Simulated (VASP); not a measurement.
# Ag3Cl2 (P-3m1) in VASP: single point with PBE

Aim: the single point of Ag3Cl2 with PBE.

All numbers are computed with VASP 6.6.1; they aren't measurements. Logs are shortened: lines on timing, memory, paths and dates and some standing lists are left out, and cuts for length are marked.

### Step 1. The cell of the first run

Symmetry: P-3m1, No. 164, trigonal system. Conventional cell: a = 3.550 Å, b = 3.550 Å, c = 9.594 Å, α = 90.00°, β = 90.00°, γ = 120.00°. Within 3.6 Å of Ag (site symmetry -3m) lie 6 Cl at 2.76 Å and 6 Ag at 3.55 Å. Within 3.7 Å of Ag (site symmetry 3m) lie 3 Cl at 2.84 Å and 9 Ag at 2.85 to 3.55 Å. Within 3.6 Å of Cl (site symmetry 3m) lie 6 Ag at 2.76 to 2.84 Å and 6 Cl at 3.55 Å.

### Step 2. Single point, PBE

INCAR reads:

```
  ALGO = Normal
  EDIFF = 1E-6
  ENCUT = 520
  GGA = PE
  ISIF = 2
  ISMEAR = 0
  LASPH = T
  LCHARG = F
  LREAL = F
  LWAVE = F
  NBANDS = 32
  NELM = 100
  PREC = Accurate
  SIGMA = 0.1
```

KPOINTS reads:

```
k-points
0
Gamma
  12 12 4
```

POSCAR reads:

```
Ag3Cl2
1.0
    3.5503565742      0.0000000000      0.0000000000
   -1.7751782871      3.0746989857      0.0000000000
    0.0000000000      0.0000000000      9.5944901000
Ag Cl
3 2
Direct
    0.0000000000      0.0000000000      0.0000000000
    0.3333333333      0.6666666667      0.6028770285
    0.6666666667      0.3333333333      0.3971229715
    0.3333333333      0.6666666667      0.1922520974
    0.6666666667      0.3333333333      0.8077479026
```

Potentials or basis: VASP PAW PBE potentials, release 64 (Ag, Cl).

Started as:

```bash
$ cat potpaw_PBE.64/Ag/POTCAR potpaw_PBE.64/Cl/POTCAR > POTCAR
$ mpirun -np 1 vasp_std > vasp.out
```

OUTCAR:

```text
EDIFF = 1E-6
   ENCUT = 520
   GGA = PE
   ISIF = 2
   ISMEAR = 0
   LASPH = T
   LREAL = F
   NELM = 100
   PREC = Accurate

 ion  position               nearest neighbor table
   1  0.000  0.000  0.000-   4 2.76   5 2.76   4 2.76   5 2.76   5 2.76   4 2.76
   2  0.333  0.667  0.603-   5 2.84   5 2.84   5 2.84   3 2.85   3 2.85   3 2.85
   3  0.667  0.333  0.397-   4 2.84   4 2.84   4 2.84   2 2.85   2 2.85   2 2.85
   4  0.333  0.667  0.192-   1 2.76   1 2.76   1 2.76   3 2.84   3 2.84   3 2.84
   5  0.667  0.333  0.808-   1 2.76   1 2.76   1 2.76   2 2.84   2 2.84   2 2.84

  LATTYP: Found a hexagonal cell.
 ALAT       =     3.5503565742
 C/A-ratio  =     2.7024018291

  Lattice vectors:

 A1 = (   3.5503565742,   0.0000000000,   0.0000000000)
 A2 = (  -1.7751782871,   3.0746989857,   0.0000000000)
 A3 = (   0.0000000000,   0.0000000000,   9.5944901000)

Analysis of symmetry for initial positions (statically):
=====================================================================
 Subroutine PRICEL returns:
 Original cell was already a primitive cell.

 Routine SETGRP: Setting up the symmetry group for a
 hexagonal supercell.

 Subroutine GETGRP returns: Found 12 space group operations
 (whereof 12 operations were pure point group operations)
 out of a pool of 24 trial point group operations.

The static configuration has the point symmetry D_3d.

Analysis of symmetry for dynamics (positions and initial velocities):
=====================================================================
 Subroutine PRICEL returns:
 Original cell was already a primitive cell.

 Routine SETGRP: Setting up the symmetry group for a
 hexagonal supercell.

 Subroutine GETGRP returns: Found 12 space group operations
 (whereof 12 operations were pure point group operations)
 out of a pool of 24 trial point group operations.

The dynamic configuration has the point symmetry D_3d.

 Subroutine INISYM returns: Found 12 space group operations
 (whereof 12 operations are pure point group operations),
 and found     1 'primitive' translations

----------------------------------------------------------------------------------------

                                     Primitive cell

  volume of cell :     104.7361

  direct lattice vectors                    reciprocal lattice vectors
[... 86 lines left out ...]
   ICHARG =      2    charge: 1-file 2-atom 10-const
   ISPIN  =      1    spin polarized calculation?
   LNONCOLLINEAR =      F non collinear calculations
   LSORBIT =      F    spin-orbit coupling
   LASPH  =      T    aspherical Exc in radial PAW
   ENCUT  =  520.0 eV  38.22 Ry    6.18 a.u.   6.60  6.60 17.84*2*pi/ulx,y,z
   NELM   =    100;   NELMIN=  2; NELMDL= -5     # of ELM steps
   EDIFF  = 0.1E-05   stopping-criterion for ELM
   LREAL  =      F    real-space projection
   EDIFFG = 0.1E-04   stopping-criterion for IOM
   NSW    =      0    number of steps for IOM
   IBRION =     -1    ionic relax: 0-MD 1-quasi-New 2-CG
   NFREE  =      0    steps in history (QN), initial steepest desc. (CG)
   ISIF   =      2    stress and relaxation
   ISYM   =      2    0-nonsym 1-usesym 2-fastsym
   POTIM  = 0.5000    time-step for ionic-motion
   TEBEG  =    0.0;   TEEND  =   0.0 temperature during run
   PSTRESS=    0.0 pullay stress
   NELECT =      47.0000    total number of electrons
   NUPDOWN=      -1.0000    fix difference up-down
   EMIN   =  10.00;   EMAX   =-10.00  energy-range for DOS
   EFERMI =   0.00;   METHOD = LEGACY
   ISMEAR =     0;   SIGMA  =   0.10  broadening in eV -4-tet -1-fermi 0-gaus
   EFERMI_NEDOS =   21; number of points for ismear=-14 and -15
   IALGO  =     38    algorithm
   IMIX   =      4    mixing-type and parameters
     AMIX     =   0.40;   BMIX     =  1.00
     AMIX_MAG =   1.60;   BMIX_MAG =  1.00
  volume/ion in A,a.u.               =      20.95       141.36
  Fermi-wavevector in a.u.,A,eV,Ry     =   1.253358  2.368504 21.373493  1.570907
  Thomas-Fermi vector in A             =   2.387215
   LORBIT       =      0    0 simple, 1 ext, 2 COOP (PROOUT), +10 PAW based schemes
   GGA     = PE    functional components
   LHFCALC =     F    Hartree Fock is set to
   AEXX    =    0.0000 exact exchange contribution
   IVDW    =     0    specifies the selected vdW correction
   LEPSILON=     F    determine dielectric tensor
   LRPA    =     F    only Hartree local field effects (RPA)
 non-spin polarized calculation
 Gauss-broadening in eV      SIGMA  =   0.10
  energy-cutoff  :      520.00
  volume of cell :      104.74
 maximum number of plane-waves:      2892
 NGX is ok and might be reduce to    28
   NGX = 13   NGY = 13   NGZ = 35

 number of electron      46.9999999 magnetization

 Free energy of the ion-electron system (eV)
  ---------------------------------------------------
  ext. energy  EPLUGINS =         0.00000000
  ---------------------------------------------------
  free energy    TOTEN  =       -12.91910667 eV

  energy without entropy =      -12.91539149  energy(sigma->0) =      -12.91724908

 E-fermi :   4.9264     XC(G=0): -10.2944

 val. band max:        4.9147232058   @ k =   0.3333   0.0833   0.0000
 cond. band min:       4.9716978100   @ k =  -0.1667   0.4167   0.2500
 fundamental gap:      0.0569746042
 Fermi energy:         4.9263618288

 k-point     1 :       0.0000    0.0000    0.0000
  band No.  band energies     occupation
      1     -10.8764      2.00000
      2     -10.7160      2.00000
      3      -1.3226      2.00000
      4      -0.0977      2.00000
      5       0.7219      2.00000
      6       0.7219      2.00000
[... 829 lines left out ...]
     31      14.4216      0.00000
     32      14.4353      0.00000

 [... further k-points ...]
[... 5 lines left out ...]
  --------------------------------------------------------------------------------------
  -------------------------------------------------------------------------------------
  Total       -0.0818649     -0.0818649     -0.0974817      0.0000000      0.0000000      0.0000000
  in kB       -1.2523106     -1.2523106     -1.4912052      0.0000000      0.0000000      0.0000000
  external PRESSURE =      -1.3319421 kB  Pullay stress =       0.0000000 kB

 VOLUME and BASIS-vectors are now :
 -----------------------------------------------------------------------------
  energy-cutoff  :      520.00
  volume of cell :      104.74
      direct lattice vectors                 reciprocal lattice vectors
     3.550356574  0.000000000  0.000000000     0.281661850  0.162617545  0.000000000
    -1.775178287  3.074698986  0.000000000     0.000000000  0.325235090  0.000000000
     0.000000000  0.000000000  9.594490100     0.000000000  0.000000000  0.104226487

 POSITION                                       TOTAL-FORCE (eV/Angst)
 -----------------------------------------------------------------------------------
      0.00000      0.00000      0.00000         0.000000      0.000000      0.000000
     -0.00000      2.04980      5.78430        -0.000000     -0.000000      0.005026
      1.77518      1.02490      3.81019         0.000000      0.000000     -0.005026
     -0.00000      2.04980      1.84456        -0.000000      0.000000      0.002117
      1.77518      1.02490      7.74993        -0.000000     -0.000000     -0.002117
 -----------------------------------------------------------------------------------
    total drift:                               -0.000000      0.000000      0.000000

  FREE ENERGIE OF THE ION-ELECTRON SYSTEM (eV)
  ---------------------------------------------------
  free  energy   TOTEN  =       -12.9191066711 eV

  energy  without entropy=      -12.9153914882  energy(sigma->0) =      -12.91724908
```

Wall time 1.8 min (1 thread of AMD EPYC 9R45 (Zen 5), shared host); peak memory 0.31 GiB.

Results:

```
Free energy   : -12.9191 eV
Pressure      : -0.1 GPa
Largest force : 0.005 eV/Å
```

Forces on the atoms (eV/Å):
```
Ag   0.000  0.000  0.000
Ag   0.000  0.000  0.005
Ag   0.000  0.000 -0.005
Cl   0.000  0.000  0.002
Cl   0.000  0.000 -0.002
```

Caveat: an odd number of electrons without spin polarisation forces a metal; a magnetic or distorted state may lie lower.
